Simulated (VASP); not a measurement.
# SiGe (P6_3/mmc) in VASP: notebook

SiGe is run at these levels: PBEsol, r2SCAN+rVV10; tasks: single point, relaxation of cell and atoms.

All numbers are computed with VASP 6.6.1; they aren't measurements. Logs are shortened: lines on timing, memory, paths and dates and some standing lists are left out, and cuts for length are marked.

### Step 1. The cell of the first run

The structure is hexagonal, space group P6_3/mmc (No. 194). Conventional cell: a = 3.636 Å, b = 3.636 Å, c = 6.170 Å, α = 90.00°, β = 90.00°, γ = 120.00°. Within 3.4 Å of Ge (site symmetry -3m) lie 6 Si at 2.61 Å and 2 Ge at 3.08 Å. Si (site symmetry -6m2) has 6 Ge at 2.61 Å within 3.4 Å.

### Step 2. Single point, PBEsol

Contents of INCAR:

```
SYSTEM = SiGe
  PREC = Accurate
  ENCUT = 520
  EDIFF = 1E-6
  ISMEAR = -1
  SIGMA = 0.03
  LREAL = .FALSE.
  LASPH = .TRUE.
  NELM = 60
  ALGO = Normal
  ISIF = 2
  LWAVE = .FALSE.
  LCHARG = .TRUE.
  GGA = PS
  LELF = .TRUE.
  LVHAR = .TRUE.
  NBANDS = 26
```

Contents of KPOINTS:

```
regular mesh
0
G
  9 9 4
  0 0 0
```

Contents of POSCAR:

```
SiGe
1.0
    3.6363420813      0.0000000000      0.0000000000
   -1.8181710407      3.1491646193      0.0000000000
    0.0000000000      0.0000000000      6.1696522021
Ge Si
2 2
Direct
    0.0000000000      0.0000000000      0.0000000000
    0.0000000000      0.0000000000      0.5000000000
    0.3333333333      0.6666666667      0.2500000000
    0.6666666667      0.3333333333      0.7500000000
```

Potentials or basis: VASP PAW PBE potentials, release 64 (Ge_d, Si).

Launch:

```sh
$ cat potpaw_PBE.64/Ge_d/POTCAR potpaw_PBE.64/Si/POTCAR > POTCAR
$ mpirun -np 1 vasp_std > vasp.out
```

OUTCAR:

```text
SYSTEM = SiGe
   PREC = Accurate
   ENCUT = 520
   EDIFF = 1E-6
   ISMEAR = -1
   LREAL = .FALSE.
   LASPH = .TRUE.
   NELM = 60
   ISIF = 2
   GGA = PS

 ion  position               nearest neighbor table
   1  0.000  0.000  0.000-   3 2.61   4 2.61   4 2.61   3 2.61   4 2.61   3 2.61
   2  0.000  0.000  0.500-   3 2.61   4 2.61   4 2.61   3 2.61   4 2.61   3 2.61
   3  0.333  0.667  0.250-   1 2.61   2 2.61   1 2.61   2 2.61   1 2.61   2 2.61
   4  0.667  0.333  0.750-   1 2.61   2 2.61   1 2.61   2 2.61   1 2.61   2 2.61

  LATTYP: Found a hexagonal cell.
 ALAT       =     3.6363420813
 C/A-ratio  =     1.6966644128

  Lattice vectors:

 A1 = (   3.6363420813,   0.0000000000,   0.0000000000)
 A2 = (  -1.8181710407,   3.1491646193,   0.0000000000)
 A3 = (   0.0000000000,   0.0000000000,   6.1696522021)

Analysis of symmetry for initial positions (statically):
=====================================================================
 Subroutine PRICEL returns:
 Original cell was already a primitive cell.

 Routine SETGRP: Setting up the symmetry group for a
 hexagonal supercell.

 Subroutine GETGRP returns: Found 24 space group operations
 (whereof 12 operations were pure point group operations)
 out of a pool of 24 trial point group operations.

The static configuration has the point symmetry D_3d.
 The point group associated with its full space group is D_6h.

Analysis of symmetry for dynamics (positions and initial velocities):
=====================================================================
 Subroutine PRICEL returns:
 Original cell was already a primitive cell.

 Routine SETGRP: Setting up the symmetry group for a
 hexagonal supercell.

 Subroutine GETGRP returns: Found 24 space group operations
 (whereof 12 operations were pure point group operations)
 out of a pool of 24 trial point group operations.

The dynamic configuration has the point symmetry D_3d.
 The point group associated with its full space group is D_6h.

 Subroutine INISYM returns: Found 24 space group operations
 (whereof 12 operations are pure point group operations),
 and found     1 'primitive' translations

----------------------------------------------------------------------------------------

                                     Primitive cell

  volume of cell :      70.6514

  direct lattice vectors                    reciprocal lattice vectors
     3.636342081  0.000000000  0.000000000     0.275001630  0.158772265  0.000000000
    -1.818171041  3.149164619  0.000000000     0.000000000  0.317544530  0.000000000
[... 90 lines left out ...]
   LREAL  =      F    real-space projection
   EDIFFG = 0.1E-04   stopping-criterion for IOM
   NSW    =      0    number of steps for IOM
   IBRION =     -1    ionic relax: 0-MD 1-quasi-New 2-CG
   NFREE  =      0    steps in history (QN), initial steepest desc. (CG)
   ISIF   =      2    stress and relaxation
   ISYM   =      2    0-nonsym 1-usesym 2-fastsym
   POTIM  = 0.5000    time-step for ionic-motion
   TEBEG  =    0.0;   TEEND  =   0.0 temperature during run
   PSTRESS=    0.0 pullay stress
   NELECT =      36.0000    total number of electrons
   NUPDOWN=      -1.0000    fix difference up-down
   EMIN   =  10.00;   EMAX   =-10.00  energy-range for DOS
   EFERMI =   0.00;   METHOD = LEGACY
   ISMEAR =    -1;   SIGMA  =   0.03  broadening in eV -4-tet -1-fermi 0-gaus
   EFERMI_NEDOS =   21; number of points for ismear=-14 and -15
   IALGO  =     38    algorithm
   IMIX   =      4    mixing-type and parameters
     AMIX     =   0.40;   BMIX     =  1.00
     AMIX_MAG =   1.60;   BMIX_MAG =  1.00
  volume/ion in A,a.u.               =      17.66       119.19
  Fermi-wavevector in a.u.,A,eV,Ry     =   1.307581  2.470971 23.262822  1.709769
  Thomas-Fermi vector in A             =   2.438306
   LORBIT       =      0    0 simple, 1 ext, 2 COOP (PROOUT), +10 PAW based schemes
   GGA     = PS    functional components
   LHFCALC =     F    Hartree Fock is set to
   AEXX    =    0.0000 exact exchange contribution
   IVDW    =     0    specifies the selected vdW correction
   LEPSILON=     F    determine dielectric tensor
   LRPA    =     F    only Hartree local field effects (RPA)
 non-spin polarized calculation
  energy-cutoff  :      520.00
  volume of cell :       70.65
 maximum number of plane-waves:      1913
 NGX is ok and might be reduce to    28
   NGX = 13   NGY = 13   NGZ = 23

 number of electron      35.9999998 magnetization

 Free energy of the ion-electron system (eV)
  ---------------------------------------------------
  ext. energy  EPLUGINS =         0.00000000
  ---------------------------------------------------
  free energy    TOTEN  =       -20.02262866 eV

  energy without entropy =      -20.01607011  energy(sigma->0) =      -20.01934939

 E-fermi :   7.2906     XC(G=0): -10.9909

 val. band max:        7.2579569233   @ k =   0.1111   0.0000   0.5000
 cond. band min:       7.2965178636   @ k =   0.1111   0.1111   0.0000
 fundamental gap:      0.0385609403
 Fermi energy:         7.2906200640

 k-point     1 :       0.0000    0.0000    0.0000
  band No.  band energies     occupation
      1     -17.2526      2.00000
      2     -17.2270      2.00000
      3     -17.2270      2.00000
      4     -17.2010      2.00000
      5     -17.2010      2.00000
      6     -17.1789      2.00000
[... 685 lines left out ...]
     25      14.7709      0.00000
     26      15.2297      0.00000

 [... further k-points ...]

------------------------ aborting loop because EDIFF is reached ----------------------------------------

  FORCE on cell =-STRESS in cart. coord.  units (eV):
  Direction    XX          YY          ZZ          XY          YZ          ZX
  --------------------------------------------------------------------------------------
  -------------------------------------------------------------------------------------
  Total        0.0062275      0.0062275      0.0054397     -0.0000000      0.0000000      0.0000000
  in kB        0.1412235      0.1412235      0.1233571     -0.0000000      0.0000000      0.0000000
  external PRESSURE =       0.1352680 kB  Pullay stress =       0.0000000 kB

 VOLUME and BASIS-vectors are now :
 -----------------------------------------------------------------------------
  energy-cutoff  :      520.00
  volume of cell :       70.65
      direct lattice vectors                 reciprocal lattice vectors
     3.636342081  0.000000000  0.000000000     0.275001630  0.158772265  0.000000000
    -1.818171041  3.149164619  0.000000000     0.000000000  0.317544530  0.000000000
     0.000000000  0.000000000  6.169652202     0.000000000  0.000000000  0.162083691

 POSITION                                       TOTAL-FORCE (eV/Angst)
 -----------------------------------------------------------------------------------
      0.00000      0.00000      0.00000        -0.000000      0.000000      0.000000
      0.00000      0.00000      3.08483        -0.000000      0.000000      0.000000
     -0.00000      2.09944      1.54241         0.000000      0.000000     -0.000000
      1.81817      1.04972      4.62724        -0.000000     -0.000000      0.000000
 -----------------------------------------------------------------------------------
    total drift:                               -0.000000      0.000000      0.000000

  FREE ENERGIE OF THE ION-ELECTRON SYSTEM (eV)
  ---------------------------------------------------
  free  energy   TOTEN  =       -20.0226286626 eV

  energy  without entropy=      -20.0160701111  energy(sigma->0) =      -20.01934939
```

OSZICAR:

```text
N       E                     dE             d eps       ncg     rms          rms(c)
DAV:   1     0.246404100872E+03    0.24640E+03   -0.17417E+04  2210   0.315E+03
DAV:   2     0.178953793243E+02   -0.22851E+03   -0.22013E+03  1904   0.618E+02
DAV:   3    -0.188223873198E+02   -0.36718E+02   -0.36109E+02  2228   0.146E+02
DAV:   4    -0.200971205006E+02   -0.12747E+01   -0.12714E+01  2274   0.293E+01
DAV:   5    -0.201227411304E+02   -0.25621E-01   -0.25609E-01  2248   0.472E+00    0.431E+00
DAV:   6    -0.200559515054E+02    0.66790E-01   -0.45238E-02  2576   0.310E+00    0.241E+00
DAV:   7    -0.200231657489E+02    0.32786E-01   -0.32285E-02  2614   0.222E+00    0.191E-01
DAV:   8    -0.200226240367E+02    0.54171E-03   -0.38325E-03  2416   0.905E-01    0.945E-02
DAV:   9    -0.200226319613E+02   -0.79246E-05   -0.19473E-04  2316   0.108E-01    0.188E-02
DAV:  10    -0.200226286207E+02    0.33407E-05   -0.17578E-05  2428   0.418E-02    0.132E-02
DAV:  11    -0.200226286626E+02   -0.41939E-07   -0.19253E-06  1390   0.191E-02
   1 F= -.20022629E+02 E0= -.20019349E+02  d E =-.655855E-02
```

Wall time 62 s (1 thread of Intel Xeon Platinum 8259CL at 2.50GHz (Skylake/Cascade Lake), shared host); peak memory 0.21 GiB.

Results:

* Free energy: -20.0226 eV
* Pressure: 0.0 GPa
* Band gap on the k mesh: zero (bands 18 and 19 overlap by 4.50 eV)

Caveat: the PAW data sets were made with another functional, which shifts forces and pressure a little.

(Continued in part 2 of 2.)
